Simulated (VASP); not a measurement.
Write the native input for VASP 6.6.1 that does the following.

* Task: electric field gradients
* Functional: PBEsol
* Potentials or basis: VASP PAW PBE potentials, release 64 (Li_sv)
* Cutoff: 650 eV
* k mesh: 13 × 13 × 13
* Occupations: fermi-dirac, width 0.08 eV
* Spin: no spin polarisation
* Dipole correction: no
* Further INCAR settings: ALGO = Normal; EDIFF = 1e-08; NBANDS = 8

The structure of Li lies in POSCAR:

```
Li
1.0
    0.0000000000      2.2020000000      2.2460400000
    2.2020000000      0.0000000000      2.2460400000
    2.2020000000      2.2020000000      0.0000000000
Li
1
Direct
    0.0000000000      0.0000000000      0.0000000000
```

This cell differs from its parent crystal: zz strain of +2 %.

One way to write it, as run:

INCAR

```
  PREC = Accurate
  ENCUT = 650
  EDIFF = 1E-8
  ISMEAR = -1
  SIGMA = 0.08
  LREAL = F
  LASPH = T
  NELM = 120
  ALGO = Normal
  ISIF = 2
  LWAVE = F
  LCHARG = F
  GGA = PS
  LEFG = T
  NBANDS = 8
  GGA_COMPAT = F
```

KPOINTS

```
regular mesh
0
Gamma
  13 13 13
```

Potentials or basis: VASP PAW PBE potentials, release 64 (Li_sv).

Launch:

```sh
$ cat potpaw_PBE.64/Li_sv/POTCAR > POTCAR
$ mpirun -np 1 vasp_std > vasp.out
```

Results of the run:

| Item | Value |
| --- | --- |
| Pressure | -1.1 GPa |

Caveat: the cell differs from its parent crystal (zz strain of +2 %); without QUAD_EFG the Cq values of the log hold for a quadrupole moment of 1 mb, not for the nuclei; the PAW data sets were made with another functional, which shifts forces and pressure a little.

Run time: 47 s on 1 thread of AMD EPYC 7R43 64-Core Processor (Zen 3), on a shared host, peak memory 0.13 GiB.
